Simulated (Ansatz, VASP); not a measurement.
BaS in VASP and in Ansatz

```
Ba S
1.0
     0.00000    3.19375    3.24166
     3.19375    0.00000    3.24166
     3.19375    3.19375    0.00000
Ba S
1 1
Direct
  0.00000 0.00000 0.00000
  0.50000 0.50000 0.50000
```

Change from the starting cell: strain +0.0150 x Voigt [0, 0, 1, 0, 0, 0], atoms carried along.

Alike in both runs: task single point; functional PBE; k mesh 8 × 8 × 8; occupations gaussian, width 0.05 eV; no spin polarisation.

|  | VASP | Ansatz |
| --- | --- | --- |
| version | VASP 6.6.1 | Ansatz 0.2.0 |
| potentials or method | VASP PAW PBE potentials, release 64 (Ba_sv, S), cutoff 520 eV | scalar-relativistic, plane waves, PAW |
| valence electrons in the cell | 16 | 16 |

```tsv
	VASP	Ansatz	Ansatz less VASP
gap on the k mesh at the Fermi level (eV)	2.11	2.21	+0.097
least direct gap on the mesh (eV)	2.26	2.32	+0.064
pressure (GPa)	0.8	0.2	-0.56
traceless stress, the component that is largest in VASP (GPa)	-0.79	-0.71	+0.073
```

With one functional, cell and mesh, what is left measures potentials, basis and numerics.

Neither program's run includes spin-orbit coupling.
